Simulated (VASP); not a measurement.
Write the native input for VASP 6.6.1 that does the following.

```
Task                   : relaxation of cell and atoms
Functional             : PBE
Potentials or basis    : VASP PAW PBE potentials, release 64 (K_sv, Ca_sv, Se)
Cutoff                 : 600 eV
k mesh                 : 3 × 3 × 4
Occupations            : gaussian, width 0.1 eV
Spin                   : no spin polarisation
Dipole correction      : no
Further INCAR settings : ALGO = Normal; EDIFF = 1e-07; IBRION = 2; EDIFFG = -0.04; NSW = 90; ISIF = 3
```

The structure of KCa2Se6 lies in POSCAR:

```
KCa2Se6
1.0
    7.4985556000      0.0000000000      0.0000000000
   -3.7492778000      6.4939396400      0.0000000000
    0.0000000000      0.0000000000      6.3422433100
K Ca Se
1 2 6
Direct
    0.0000000000      0.0000000000      0.0000000000
    0.3333333300      0.6666666700      0.5000000000
    0.6666666700      0.3333333300      0.5000000000
    0.0000000000      0.6806309800      0.7660099900
    0.0000000000      0.3193690200      0.2339900100
    0.3193690200      0.3193690200      0.7660099900
    0.6806309800      0.6806309800      0.2339900100
    0.3193690200      0.0000000000      0.2339900100
    0.6806309800      0.0000000000      0.7660099900
```

The cell was generated, and may not be a known phase.

These files were run (other wordings do the same):

INCAR

```
SYSTEM = KCa2Se6
PREC     = Accurate       ! precision mode
ENCUT    = 600            ! plane-wave cutoff, eV
EDIFF    = 1E-7           ! SCF threshold, eV
ISMEAR   = 0              ! smearing method
SIGMA    = 0.1            ! smearing width, eV
LREAL    = .False.        ! projectors in reciprocal space
LASPH    = .True.         ! aspherical terms in the spheres
NELM     = 100            ! most SCF steps
ALGO     = Normal         ! electronic algorithm
ISIF     = 3              ! what is computed and relaxed
LWAVE    = .False.        ! write WAVECAR
LCHARG   = .False.        ! write CHGCAR
GGA      = PE             ! functional
IBRION   = 2              ! ionic algorithm
NSW      = 90             ! ionic steps
EDIFFG   = -0.04          ! ionic threshold
```

KPOINTS

```
Automatic mesh
0
Gamma
  3 3 4
  0 0 0
```

Potentials or basis: VASP PAW PBE potentials, release 64 (K_sv, Ca_sv, Se).

Command:

```bash
$ cat potpaw_PBE.64/K_sv/POTCAR potpaw_PBE.64/Ca_sv/POTCAR potpaw_PBE.64/Se/POTCAR > POTCAR
$ mpirun -np 1 vasp_std > vasp.out
```

Results of the run:

```yaml
Relaxed_volume: 36.49 Å³/atom
Relaxed_cell: a = 8.683 Å, b = 8.683 Å, c = 5.030 Å, α = 90.00°, β = 90.00°, γ = 120.00°
Space_group_after_relaxing_to_0.1_Å: P-31m (No. 162)
Pressure_after_relaxing: 0.0 GPa
Largest_force_after_relaxing: 0.019 eV/Å
Band_gap_on_the_k_mesh: zero (an odd number of electrons rules out a gap without spin polarisation)
```

Caveat: a cell axis changed by over 15 % at a fixed basis, so the end point is rough; an odd number of electrons without spin polarisation forces a metal; a magnetic or distorted state may lie lower.

Run time: 30 min on 1 thread of Intel(R) Xeon(R) 6975P-C (Granite Rapids), with other jobs on the host, peak memory 0.56 GiB.
